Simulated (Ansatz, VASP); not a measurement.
AlCo in VASP and in Ansatz

File INCAR:

```
SYSTEM = AlCo
PREC     = Accurate       ! precision mode
ENCUT    = 520            ! plane-wave cutoff, eV
EDIFF    = 1E-7           ! SCF threshold, eV
ISMEAR   = 0              ! smearing method
SIGMA    = 0.15           ! smearing width, eV
LREAL    = .False.        ! projectors in reciprocal space
LASPH    = .True.         ! aspherical terms in the spheres
NELM     = 60             ! most SCF steps
ALGO     = Fast           ! electronic algorithm
ISIF     = 2              ! what is computed and relaxed
LWAVE    = .False.        ! write WAVECAR
LCHARG   = .False.        ! write CHGCAR
GGA      = PS             ! functional
NBANDS   = 13             ! bands
```

The input KPOINTS:

```
regular mesh
0
Gamma
  18 18 18
  0 0 0
```

POSCAR

```
AlCo
1.0
    2.8300373339      0.1768773334      0.1768773334
    0.1768773334      2.8300373339      0.1768773334
    0.1768773334      0.1768773334      2.8300373339
Al Co
1 1
Direct
    0.0000000000      0.0000000000      0.0000000000
    0.5000000000      0.5000000000      0.5000000000
```

Input for Ansatz:

```yaml
crystal:
  lattice:
    - [2.8300373339, 0.1768773334, 0.1768773334]
    - [0.1768773334, 2.8300373339, 0.1768773334]
    - [0.1768773334, 0.1768773334, 2.8300373339]
  atoms:
    - { symbol: Al, position: [0.0, 0.0, 0.0] }
    - { symbol: Co, position: [0.5, 0.5, 0.5] }
basis:
  ecutwfc: 420
kpoints:
  mp_grid: { grid: [18, 18, 18] }
hamiltonian:
  xc: pbesol
scf:
  occupations: { method: gaussian, width: 0.15 }
output:
  forces: true
  stress: true
  eigenvalues: true
```

Alike in both runs: task single point; functional PBEsol; k mesh 18 × 18 × 18; occupations gaussian, width 0.15 eV; no spin polarisation.

|  | VASP | Ansatz |
| --- | --- | --- |
| version | VASP 6.6.1 | Ansatz 0.2.0 |
| potentials or method | VASP PAW PBE potentials, release 64 (Al, Co), cutoff 520 eV | scalar-relativistic, plane waves, PAW |
| valence electrons in the cell | 12 | 20 |

Ansatz gave:

| Quantity | Value |
| --- | --- |
| gap on the k mesh at the Fermi level (eV) | none |
| pressure (GPa) | 6.5 |
| traceless stress, the component that is largest in VASP (GPa) | -12.75 |

Task: What did VASP give for the same quantities?

Result: gap on the k mesh at the Fermi level (eV): none; pressure (GPa): 6.5; traceless stress, the component that is largest in VASP (GPa): -12.69.

VASP's potentials were made for PBE, not for PBEsol. A gap of «none» marks a metal or a gap that the smearing closes. With one functional, cell and mesh, what is left measures potentials, basis and numerics. VASP's potentials hold 12 valence electrons a cell and Ansatz's 20, so a difference there can come from the potentials and not from the codes.
